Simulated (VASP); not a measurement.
Here is a VASP 6.6.1 calculation.

File INCAR:

```
SYSTEM = Re
ALGO     = Normal         ! electronic algorithm
EDIFF    = 1E-7           ! SCF threshold, eV
EDIFFG   = -0.01          ! ionic threshold
ENCUT    = 600            ! plane-wave cutoff, eV
GGA      = PS             ! functional
IBRION   = 2              ! ionic algorithm
ISIF     = 3              ! what is computed and relaxed
ISMEAR   = -1             ! smearing method
LASPH    = .TRUE.         ! aspherical terms in the spheres
LCHARG   = .FALSE.        ! write CHGCAR
LREAL    = .FALSE.        ! projectors in reciprocal space
LWAVE    = .FALSE.        ! write WAVECAR
NELM     = 60             ! most SCF steps
NSW      = 60             ! ionic steps
PREC     = Accurate       ! precision mode
SIGMA    = 0.05           ! smearing width, eV
```

KPOINTS

```
k-points
0
G
  11 11 3
  0 0 0
```

The input POSCAR:

```
Re
1.0
    2.7663873939      0.0000000000      0.0000000000
   -1.3831936969      2.3957617598      0.0000000000
    0.0000000000      0.0000000000      8.9388451600
Re
4
Direct
    0.6666666667      0.3333333333      0.7500000000
    0.0000000000      0.0000000000      0.5000000000
    0.3333333333      0.6666666667      0.2500000000
    0.0000000000      0.0000000000      0.0000000000
```

Potentials or basis: VASP PAW PBE potentials, release 64 (Re).

Launch:

```sh
$ cat potpaw_PBE.64/Re/POTCAR > POTCAR
$ mpirun -np 1 vasp_std > vasp.out
```

Q: Predict the relaxed cell.

A: a = 2.750 Å, b = 2.750 Å, c = 8.888 Å, α = 90.00°, β = 90.00°, γ = 120.00°.

Q: Estimate the relaxed volume.

A: 14.55 Å³/atom.

Q: Estimate the space group after relaxing (to 0.1 Å).

A: P6_3/mmc (No. 194).

Stress tensor (GPa, compression positive):
```
-0.08  0.00  0.00
 0.00 -0.08  0.00
 0.00  0.00  0.06
```

Caveat: the highest band is partly filled, so the run has too few bands; the PAW data sets were made with another functional, which shifts forces and pressure a little.
